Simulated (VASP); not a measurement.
# AlN (P6_3mc) in VASP: a series of runs

Runs on AlN. Level: LDA. Tasks: single point, relaxation of cell and atoms.

All numbers are computed with VASP 6.6.1; they aren't measurements. Logs are shortened: lines on timing, memory, paths and dates and some standing lists are left out, and cuts for length are marked.

**1. The cell of the first run**

The structure is hexagonal, space group P6_3mc (No. 186). The conventional cell has a = 3.089 Å, b = 3.089 Å, c = 4.943 Å, α = 90.00°, β = 90.00°, γ = 120.00°. Within 2.5 Å of Al (site symmetry 3m) lie 4 N at 1.88 to 1.89 Å. N (site symmetry 3m) has 4 Al at 1.88 to 1.89 Å within 2.5 Å.

**2. Single point, LDA**

Contents of INCAR:

```
  PREC = Accurate
  ENCUT = 520
  EDIFF = 1E-7
  ISMEAR = 0
  SIGMA = 0.02
  LREAL = False
  LASPH = True
  NELM = 60
  ALGO = Normal
  ISIF = 2
  LWAVE = False
  LCHARG = False
  NBANDS = 16
```

Contents of KPOINTS:

```
regular mesh
0
Gamma
  9 9 4
```

Contents of POSCAR:

```
AlN
1.0
    3.0887068565      0.0000000000      0.0000000000
   -1.5443534282      2.6748986026      0.0000000000
    0.0000000000      0.0000000000      4.9430277477
Al N
2 2
Direct
    0.6666666667      0.3333333333      0.4990058142
    0.3333333333      0.6666666667      0.9990058142
    0.6666666667      0.3333333333      0.8809941858
    0.3333333333      0.6666666667      0.3809941858
```

Potentials or basis: VASP PAW LDA potentials, release 64 (Al, N).

Command:

```
$ cat potpaw_LDA.64/Al/POTCAR potpaw_LDA.64/N/POTCAR > POTCAR
$ mpirun -np 1 vasp_std > vasp.out
```

OUTCAR:

```text
PREC = Accurate
   ENCUT = 520
   EDIFF = 1E-7
   ISMEAR = 0
   LREAL = False
   LASPH = True
   NELM = 60
   ISIF = 2

 ion  position               nearest neighbor table
   1  0.667  0.333  0.499-   4 1.88   4 1.88   4 1.88   3 1.89   2 3.05   2 3.05   2 3.05   2 3.05
                             2 3.05   2 3.05
   2  0.333  0.667  0.999-   3 1.88   3 1.88   3 1.88   4 1.89   1 3.05   1 3.05   1 3.05   1 3.05
                             1 3.05   1 3.05
   3  0.667  0.333  0.881-   2 1.88   2 1.88   2 1.88   1 1.89
   4  0.333  0.667  0.381-   1 1.88   1 1.88   1 1.88   2 1.89

  LATTYP: Found a hexagonal cell.
 ALAT       =     3.0887068565
 C/A-ratio  =     1.6003550927

  Lattice vectors:

 A1 = (   3.0887068565,   0.0000000000,   0.0000000000)
 A2 = (  -1.5443534282,   2.6748986026,   0.0000000000)
 A3 = (   0.0000000000,   0.0000000000,   4.9430277477)

Analysis of symmetry for initial positions (statically):
=====================================================================
 Subroutine PRICEL returns:
 Original cell was already a primitive cell.

 Routine SETGRP: Setting up the symmetry group for a
 hexagonal supercell.

 Subroutine GETGRP returns: Found 12 space group operations
 (whereof  6 operations were pure point group operations)
 out of a pool of 24 trial point group operations.

The static configuration has the point symmetry C_3v.
 The point group associated with its full space group is C_6v.

Analysis of symmetry for dynamics (positions and initial velocities):
=====================================================================
 Subroutine PRICEL returns:
 Original cell was already a primitive cell.

 Routine SETGRP: Setting up the symmetry group for a
 hexagonal supercell.

 Subroutine GETGRP returns: Found 12 space group operations
 (whereof  6 operations were pure point group operations)
 out of a pool of 24 trial point group operations.

The dynamic configuration has the point symmetry C_3v.
 The point group associated with its full space group is C_6v.

 Subroutine INISYM returns: Found 12 space group operations
 (whereof  6 operations are pure point group operations),
 and found     1 'primitive' translations

----------------------------------------------------------------------------------------

                                     Primitive cell

  volume of cell :      40.8392

  direct lattice vectors                    reciprocal lattice vectors
     3.088706856  0.000000000  0.000000000     0.323760087  0.186922973  0.000000000
    -1.544353428  2.674898603  0.000000000     0.000000000  0.373845947  0.000000000
     0.000000000  0.000000000  4.943027748     0.000000000  0.000000000  0.202305156

  length of vectors
     3.088706856  3.088706856  4.943027748     0.373845947  0.373845947  0.202305156

  position of ions in fractional coordinates (direct lattice)
     0.666666667  0.333333333  0.499005814
     0.333333333  0.666666667  0.999005814
     0.666666667  0.333333333  0.880994186
     0.333333333  0.666666667  0.380994186

  ion indices of the primitive-cell ions
   primitive index   ion index
                 1           1
                 2           2
                 3           3
                 4           4

----------------------------------------------------------------------------------------

 KPOINTS: regular mesh

Automatic generation of k-mesh.
 Grid dimensions read from file:
 generate k-points for:    9    9    4

 Generating k-lattice:

  Cartesian coordinates                     Fractional coordinates (reciprocal lattice)
     0.035973343  0.020769219  0.000000000     0.111111111  0.000000000  0.000000000
     0.000000000  0.041538439  0.000000000     0.000000000  0.111111111  0.000000000
     0.000000000  0.000000000  0.050576289     0.000000000  0.000000000  0.250000000

  Length of vectors
     0.041538439  0.041538439  0.050576289

  Shift w.r.t. Gamma in fractional coordinates (k-lattice)
     0.000000000  0.000000000  0.000000000

 Subroutine IBZKPT returns following result:
 ===========================================

 Found     36 irreducible k-points:

 Following reciprocal coordinates:
            Coordinates               Weight
  0.000000  0.000000  0.000000      1.000000
  0.111111  0.000000  0.000000      6.000000
  0.222222  0.000000  0.000000      6.000000
  0.333333  0.000000  0.000000      6.000000
  0.444444  0.000000  0.000000      6.000000
  0.111111  0.111111  0.000000      6.000000
[... 16 lines left out ...]
  0.333333  0.222222  0.250000     24.000000
  0.333333  0.333333  0.250000      4.000000
 [... further k-points ...]
   k-points           NKPTS =     36   k-points in BZ     NKDIM =     36   number of bands    NBANDS=     16
   number of dos      NEDOS =    301   number of ions     NIONS =      4
   total plane-waves  NPLWV =  23040
   dimension x,y,z NGX =    24 NGY =   24 NGZ =   40
   dimension x,y,z NGXF=    48 NGYF=   48 NGZF=   80
   ions per type =               2   2
   NGX,Y,Z   is equivalent  to a cutoff of  12.92, 12.92, 13.45 a.u.
   NGXF,Y,Z  is equivalent  to a cutoff of  25.84, 25.84, 26.91 a.u.
 SYSTEM =  unknown system
   PREC   = accura    normal or accurate (medium, high low for compatibility)
   ISTART =      0    job   : 0-new  1-cont  2-samecut
   ICHARG =      2    charge: 1-file 2-atom 10-const
   ISPIN  =      1    spin polarized calculation?
   LNONCOLLINEAR =      F non collinear calculations
   LSORBIT =      F    spin-orbit coupling
   LASPH  =      T    aspherical Exc in radial PAW
   ENCUT  =  520.0 eV  38.22 Ry    6.18 a.u.   5.74  5.74  9.19*2*pi/ulx,y,z
   NELM   =     60;   NELMIN=  2; NELMDL= -5     # of ELM steps
   EDIFF  = 0.1E-06   stopping-criterion for ELM
   LREAL  =      F    real-space projection
   EDIFFG = 0.1E-05   stopping-criterion for IOM
   NSW    =      0    number of steps for IOM
   IBRION =     -1    ionic relax: 0-MD 1-quasi-New 2-CG
   NFREE  =      0    steps in history (QN), initial steepest desc. (CG)
   ISIF   =      2    stress and relaxation
   ISYM   =      2    0-nonsym 1-usesym 2-fastsym
   POTIM  = 0.5000    time-step for ionic-motion
   TEBEG  =    0.0;   TEEND  =   0.0 temperature during run
   PSTRESS=    0.0 pullay stress
   NELECT =      16.0000    total number of electrons
   NUPDOWN=      -1.0000    fix difference up-down
   EMIN   =  10.00;   EMAX   =-10.00  energy-range for DOS
   EFERMI =   0.00;   METHOD = LEGACY
   ISMEAR =     0;   SIGMA  =   0.02  broadening in eV -4-tet -1-fermi 0-gaus
   EFERMI_NEDOS =   21; number of points for ismear=-14 and -15
   IALGO  =     38    algorithm
   IMIX   =      4    mixing-type and parameters
     AMIX     =   0.40;   BMIX     =  1.00
     AMIX_MAG =   1.60;   BMIX_MAG =  1.00
  volume/ion in A,a.u.               =      10.21        68.90
  Fermi-wavevector in a.u.,A,eV,Ry     =   1.197905  2.263713 19.524047  1.434977
  Thomas-Fermi vector in A             =   2.333808
   LORBIT       =      0    0 simple, 1 ext, 2 COOP (PROOUT), +10 PAW based schemes
   GGA     = CA    functional components
   LHFCALC =     F    Hartree Fock is set to
   AEXX    =    0.0000 exact exchange contribution
   IVDW    =     0    specifies the selected vdW correction
   LEPSILON=     F    determine dielectric tensor
   LRPA    =     F    only Hartree local field effects (RPA)
 non-spin polarized calculation
 Gauss-broadening in eV      SIGMA  =   0.02
  energy-cutoff  :      520.00
  volume of cell :       40.84
 maximum number of plane-waves:      1118
 NGX is ok and might be reduce to    24
   NGX = 11   NGY = 11   NGZ = 19

 number of electron      15.9999997 magnetization

 Free energy of the ion-electron system (eV)
  ---------------------------------------------------
  ext. energy  EPLUGINS =         0.00000000
  ---------------------------------------------------
  free energy    TOTEN  =       -32.84106345 eV

  energy without entropy =      -32.84106345  energy(sigma->0) =      -32.84106345

 E-fermi :   6.1942     XC(G=0): -11.3435

 val. band max:        6.1156087004   @ k =   0.0000   0.0000   0.0000
 cond. band min:      10.5396413648   @ k =   0.0000   0.0000   0.0000
 fundamental gap:      4.4240326644
 Fermi energy:         6.1941964541

 k-point     1 :       0.0000    0.0000    0.0000
  band No.  band energies     occupation
      1      -9.0583      2.00000
      2      -6.7640      2.00000
      3      -0.0389      2.00000
      4       5.2251      2.00000
      5       5.2251      2.00000
      6       5.8867      2.00000
[... 8 lines left out ...]
     15      19.2393      0.00000
     16      19.2393      0.00000

 k-point     2 :       0.1111    0.0000    0.0000
  band No.  band energies     occupation
      1      -8.8941      2.00000
      2      -6.6703      2.00000
      3       0.1519      2.00000
      4       4.5065      2.00000
      5       5.0209      2.00000
      6       5.2175      2.00000
[... 8 lines left out ...]
     15      19.0915      0.00000
     16      19.2462      0.00000

 k-point     3 :       0.2222    0.0000    0.0000
  band No.  band energies     occupation
      1      -8.4264      2.00000
      2      -6.4343      2.00000
      3       0.7064      2.00000
      4       2.9746      2.00000
      5       3.9490      2.00000
      6       4.6035      2.00000
[... 8 lines left out ...]
     15      18.3037      0.00000
     16      19.0120      0.00000

 k-point     4 :       0.3333    0.0000    0.0000
  band No.  band energies     occupation
      1      -7.7465      2.00000
      2      -6.2053      2.00000
      3       1.5070      2.00000
      4       1.5584      2.00000
      5       2.7374      2.00000
      6       4.2167      2.00000
[... 8 lines left out ...]
     15      18.2448      0.00000
     16      20.5039      0.00000
[... 324 lines left out ...]
 k-point    22 :       0.2222    0.2222    0.2500
  band No.  band energies     occupation
      1      -7.2189      2.00000
      2      -6.3282      2.00000
      3       1.2287      2.00000
      4       1.5937      2.00000
      5       3.2735      2.00000
      6       3.4311      2.00000
[... 8 lines left out ...]
     15      18.3307      0.00000
     16      20.7157      0.00000

 k-point    23 :       0.3333    0.2222    0.2500
  band No.  band energies     occupation
      1      -6.6919      2.00000
      2      -6.2505      2.00000
      3       0.9088      2.00000
      4       1.4475      2.00000
      5       2.4377      2.00000
      6       3.6116      2.00000
[... 8 lines left out ...]
     15      18.9570      0.00000
     16      21.0355      0.00000

 k-point    24 :       0.3333    0.3333    0.2500
  band No.  band energies     occupation
      1      -6.3641      2.00000
      2      -6.3641      2.00000
      3       1.3945      2.00000
      4       1.5747      2.00000
      5       1.5747      2.00000
      6       3.0622      2.00000
[... 8 lines left out ...]
     15      19.1681      0.00000
     16      21.6154      0.00000

 [... further k-points ...]

------------------------ aborting loop because EDIFF is reached ----------------------------------------

  FORCE on cell =-STRESS in cart. coord.  units (eV):
  Direction    XX          YY          ZZ          XY          YZ          ZX
  --------------------------------------------------------------------------------------
  -------------------------------------------------------------------------------------
  Total        0.1679422      0.1679422      0.1645454      0.0000000      0.0000000      0.0000000
  in kB        6.5886051      6.5886051      6.4553416      0.0000000      0.0000000      0.0000000
  external PRESSURE =       6.5441839 kB  Pullay stress =       0.0000000 kB

 VOLUME and BASIS-vectors are now :
 -----------------------------------------------------------------------------
  energy-cutoff  :      520.00
  volume of cell :       40.84
      direct lattice vectors                 reciprocal lattice vectors
     3.088706856  0.000000000  0.000000000     0.323760087  0.186922973  0.000000000
    -1.544353428  2.674898603  0.000000000     0.000000000  0.373845947  0.000000000
     0.000000000  0.000000000  4.943027748     0.000000000  0.000000000  0.202305156

 POSITION                                       TOTAL-FORCE (eV/Angst)
 -----------------------------------------------------------------------------------
      1.54435      0.89163      2.46660        -0.000000      0.000000     -0.000646
     -0.00000      1.78327      4.93811         0.000000     -0.000000     -0.000646
      1.54435      0.89163      4.35478        -0.000000     -0.000000      0.000646
     -0.00000      1.78327      1.88326         0.000000      0.000000      0.000646
 -----------------------------------------------------------------------------------
    total drift:                               -0.000000      0.000000     -0.000694

  FREE ENERGIE OF THE ION-ELECTRON SYSTEM (eV)
  ---------------------------------------------------
  free  energy   TOTEN  =       -32.8410634513 eV

  energy  without entropy=      -32.8410634513  energy(sigma->0) =      -32.84106345
```

Wall time 26 s (1 thread of Intel Xeon 8259CL, shared host); peak memory 0.15 GiB.

Results:

| Quantity | Value |
| --- | --- |
| Free energy | -32.8411 eV |
| Pressure | 0.7 GPa |
| Band gap on the k mesh | 4.42 eV |

Caveat: an odd mesh through Γ misses points on the zone boundary, where band edges can lie.

**3. Relaxation of cell and atoms, LDA**

This run uses another cell than the first one, of 10.63 Å³/atom.

Contents of INCAR:

```
SYSTEM = AlN
PREC     = Accurate       ! precision mode
ENCUT    = 600            ! plane-wave cutoff, eV
EDIFF    = 1E-7           ! SCF threshold, eV
ISMEAR   = 0              ! smearing method
SIGMA    = 0.02           ! smearing width, eV
LREAL    = .FALSE.        ! projectors in reciprocal space
LASPH    = .TRUE.         ! aspherical terms in the spheres
NELM     = 80             ! most SCF steps
ALGO     = Normal         ! electronic algorithm
ISIF     = 3              ! what is computed and relaxed
LWAVE    = .FALSE.        ! write WAVECAR
LCHARG   = .FALSE.        ! write CHGCAR
GGA      = CA             ! functional
IBRION   = 2              ! ionic algorithm
NSW      = 100            ! ionic steps
EDIFFG   = -0.002         ! ionic threshold
```

Contents of KPOINTS:

```
Automatic mesh
0
G
  9 9 4
  0 0 0
```

Contents of POSCAR:

```
AlN
1.0
    3.1285881400      0.0000000000      0.0000000000
   -1.5642940700      2.7094368000      0.0000000000
    0.0000000000      0.0000000000      5.0169550000
Al N
2 2
Direct
    0.6666666700      0.3333333300      0.4992870000
    0.3333333300      0.6666666700      0.9992870000
    0.6666666700      0.3333333300      0.8807130000
    0.3333333300      0.6666666700      0.3807130000
```

Potentials or basis: VASP PAW LDA potentials, release 64 (Al, N).

Command:

```
$ cat potpaw_LDA.64/Al/POTCAR potpaw_LDA.64/N/POTCAR > POTCAR
$ mpirun -np 1 vasp_std > vasp.out
```

It took 2.5 min on 1 thread of Intel Xeon 8259CL, shared host; peak memory 0.16 GiB.

The run converged. Its results:

| Property | Result |
| --- | --- |
| Free energy | -32.8444 eV |
| Relaxed volume | 10.24 Å³/atom |
| Relaxed cell | a = 3.091 Å, b = 3.091 Å, c = 4.948 Å, α = 90.00°, β = 90.00°, γ = 120.00° |
| Space group after relaxing (to 0.1 Å) | P6_3mc (No. 186) |
| Energy gained by relaxing | 9.5 meV/atom |
| Ionic steps | 8 |
| Pressure after relaxing | 0.0 GPa |
| Band gap on the k mesh | 4.40 eV |

Step by step:
```
step  energy change (eV)  largest force (eV/Å)  pressure (GPa)  volume (Å³)
   1              0.0000                0.0034           -7.44        42.53
   2             -0.0050                0.0242            7.79        39.56
   3             -0.0378                0.0107           -0.04        40.96
   4             -0.0378                0.0110            0.11        40.93
   5             -0.0379                0.0149            0.12        40.92
   6             -0.0379                0.0169            0.12        40.92
   7             -0.0379                0.0085           -0.12        40.96
   8             -0.0379                0.0016           -0.02        40.95
```

Final structure:
```cif
data_structure
_symmetry_space_group_name_H-M 'P 1'
_symmetry_Int_Tables_number 1
_cell_length_a 3.0912
_cell_length_b 3.0912
_cell_length_c 4.9480
_cell_angle_alpha 90.000
_cell_angle_beta 90.000
_cell_angle_gamma 120.000
_cell_volume 40.95
loop_
_atom_site_label
_atom_site_type_symbol
_atom_site_fract_x
_atom_site_fract_y
_atom_site_fract_z
_atom_site_occupancy
Al1 Al 0.66667 0.33333 0.49904 1
Al2 Al 0.33333 0.66667 0.99904 1
N1 N 0.66667 0.33333 0.88096 1
N2 N 0.33333 0.66667 0.38096 1
```

Levels at points of the mesh, in eV from the valence-band top:
| k point | band 4 | band 5 | band 6 | band 7 | band 8 | band 9 | band 10 | band 11 | band 12 |
| --- | --- | --- | --- | --- | --- | --- | --- | --- | --- |
| (0.00, 0.00, 0.00) | -0.89 | -0.89 | -0.23 | -0.23 | 0.00 | 4.40 | 6.71 | 10.64 | 11.08 |
| (0.00, 0.00, 0.50) | -3.37 | -0.57 | -0.57 | -0.57 | -0.57 | 6.59 | 6.59 | 10.30 | 10.30 |
